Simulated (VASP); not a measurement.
A run of VASP 6.6.1 is set up as follows.

INCAR

```
SYSTEM = Mg
PREC = Accurate
ENCUT = 520
EDIFF = 1E-7
ISMEAR = 0
SIGMA = 0.15
LREAL = .FALSE.
LASPH = .TRUE.
NELM = 100
ALGO = Fast
ISIF = 2
LWAVE = .FALSE.
LCHARG = .FALSE.
GGA = PS
NBANDS = 9
```

KPOINTS

```
regular mesh
0
G
  18 18 10
  0 0 0
```

File POSCAR:

```
Mg
1.0
    3.6906622624      0.0000000000      0.0000000000
   -1.8453311312      2.7793106748      0.0000000000
    0.0000000000      0.0000000000      5.2103300000
Mg
2
Direct
    0.3333333333      0.6666666667      0.2500000000
    0.6666666667      0.3333333333      0.7500000000
```

Potentials or basis: VASP PAW PBE potentials, release 64 (Mg).

The run is started by

```sh
$ cat potpaw_PBE.64/Mg/POTCAR > POTCAR
$ mpirun -np 1 vasp_std > vasp.out
```

(1) Predict the pressure.

(2) Predict the band gap on the k mesh.

(3) Estimate the largest force.

Answers

(1) -4.2 GPa.

(2) zero (band 2 reaches 3.04 eV, above the bottom of band 3 at 1.02 eV).

(3) 0.097 eV/Å.

Caveat: the cell differs from its parent crystal (strain +0.1500 x Voigt [1, 0, 0, 0, 0, 0]); the PAW data sets were made with another functional, which shifts forces and pressure a little.
